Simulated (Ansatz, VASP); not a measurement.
**Hf: VASP beside Ansatz**

Contents of INCAR:

```
PREC = Accurate
ENCUT = 520
EDIFF = 1E-7
ISMEAR = -1
SIGMA = 0.1
LREAL = False
LASPH = True
NELM = 60
ALGO = Normal
ISIF = 2
LWAVE = False
LCHARG = False
GGA = PE
NBANDS = 11
```

File KPOINTS:

```
regular mesh
0
Gamma
  16 16 16
```

The input POSCAR:

```
Hf
1.0
    0.0000000000      2.1169635726      2.1169635726
    2.1169635726      0.0000000000      2.1169635726
    2.1169635726      2.1169635726      0.0000000000
Hf
1
Direct
    0.0000000000      0.0000000000      0.0000000000
```

Input for Ansatz:

```yaml
crystal:
  lattice:
    - [0.0, 2.1169635726, 2.1169635726]
    - [2.1169635726, 0.0, 2.1169635726]
    - [2.1169635726, 2.1169635726, 0.0]
  atoms:
    - { symbol: Hf, position: [0.0, 0.0, 0.0] }
kpoints:
  mp_grid: { grid: [16, 16, 16] }
  band_path:
    path:
      - [0.0, 0.0, 0.0]
      - [0.5, 0.0, 0.5]
      - [0.625, 0.25, 0.625]
      - [0.375, 0.375, 0.75]
      - [0.0, 0.0, 0.0]
      - [0.5, 0.5, 0.5]
      - [0.5, 0.25, 0.75]
      - [0.5, 0.0, 0.5]
    npoints: 8
scf:
  occupations: { method: fermi_dirac, width: 0.1 }
hamiltonian:
  xc: pbe
  pseudopotentials: { kind: all_electron, lapw: { basis_error: 0.001 } }
output:
  forces: true
  stress: true
  eigenvalues: true
  populations: true
  dos: { projected: true, de: 0.2, e_range: [-14, 8] }
```

Change from the starting cell: volume scaled by 0.84, LAPW.

Alike in both runs: task single point; functional PBE; k mesh 16 × 16 × 16; occupations fermi-dirac, width 0.1 eV; no spin polarisation.

|  | VASP | Ansatz |
| --- | --- | --- |
| version | VASP 6.6.1 | Ansatz 0.2.0 |
| potentials or method | VASP PAW PBE potentials, release 64 (Hf_pv), cutoff 520 eV | all-electron LAPW, scalar-relativistic |

Ansatz gave:

| Item | Value |
| --- | --- |
| pressure (GPa) | 23.6 |

Problem. Estimate VASP's values.

Solution. Pressure (GPa): 23.1.

Ansatz ran all-electron here, and VASP with PAW potentials.

Spin-orbit coupling is off throughout.
